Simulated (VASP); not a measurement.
Runs of VASP 6.6.1 on CuAu. The structure is that of space group R-3m (No. 166), or close to it. The cells are those of the table. 

```tsv
level	potentials or basis	spin	cell	gap on the mesh (eV)	pressure (GPa)
LDA	VASP PAW LDA potentials, release 64 (Au, Cu)	off	a = 4.540 Å, angles 36.8°, 2 atoms	none	(a)
LDA	VASP PAW LDA potentials, release 64 (Au, Cu)	off	a = 4.601 Å, angles 36.8°, 2 atoms	none	-14.4
PBEsol	VASP PAW PBE potentials, release 64 (Au, Cu)	non-collinear, zero start, SOC	a = 4.571 Å, angles 36.8°, 2 atoms	-	(b)
LDA	VASP PAW LDA potentials, release 64 (Au, Cu)	off	a = 4.509 Å, angles 36.8°, 2 atoms	none	-7.1
LDA	VASP PAW LDA potentials, release 64 (Au, Cu)	off	a = 4.571 Å, angles 36.8°, 2 atoms	none	-12.2
```

Alike in all rows: task single point; k mesh 11 × 11 × 11; cutoff (eV) 520; smearing fermi-dirac 0.05 eV.

**Question.** Estimate the missing entries.

**Answer.** (a) -9.8; (b) -8.6.

Caveats: the cell stands under tension; spin-orbit coupling is left out, which moves the levels of the heavy elements (at least some runs); the PAW data sets were made with another functional, which shifts forces and pressure a little (at least some runs).

A k mesh can miss the band edges, and rows without SOC leave out spin-orbit coupling on Au.

A gap of «none» marks levels without a gap at the run's occupations.
